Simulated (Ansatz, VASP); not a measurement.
## Two plane-wave programs on TiSi2

```xyz
6
Lattice="1.7118 -6.8541 0.0000 1.7118 6.8541 0.0000 0.0000 0.0000 3.4613" Properties=species:S:1:pos:R:3 pbc="T T T"
Ti    1.7118   -5.4492    2.5960
Ti    1.7118    5.4492    0.8653
Si    1.7118   -0.8222    2.5960
Si    1.7118    0.8222    0.8653
Si    1.7118    3.4309    2.5960
Si    1.7118   -3.4309    0.8653
```

Change from the starting cell: volume 13.537 Å^3 an atom, stretch along b over the lengths across it, relative to the relaxed cell 1.0549.

Alike in both runs: task single point; functional PBEsol; k mesh 14 × 14 × 12; occupations gaussian, width 0.15 eV; no spin polarisation.

|  | VASP | Ansatz |
| --- | --- | --- |
| version | VASP 6.6.1 | Ansatz 0.2.0 |
| potentials or method | VASP PAW PBE potentials, release 64 (Ti_sv, Si), cutoff 520 eV | scalar-relativistic, plane waves, PAW |
| valence electrons in the cell | 40 | 40 |

VASP gave:

* gap on the k mesh at the Fermi level (eV): none
* pressure (GPa): 6.1
* traceless stress, the component that is largest in VASP (GPa): -9.39
* rms of the force components (eV/Å): 0.148

Estimate Ansatz's values.

gap on the k mesh at the Fermi level (eV): none; pressure (GPa): 5.9; traceless stress, the component that is largest in VASP (GPa): -9.33; rms of the force components (eV/Å): 0.148.

VASP's potentials were made for PBE, not for PBEsol, and Ansatz warns of the same on its side. Atom by atom the forces differ by 0.000 eV/Å (rms over components). A gap of «none» marks a metal or a gap that the smearing closes.
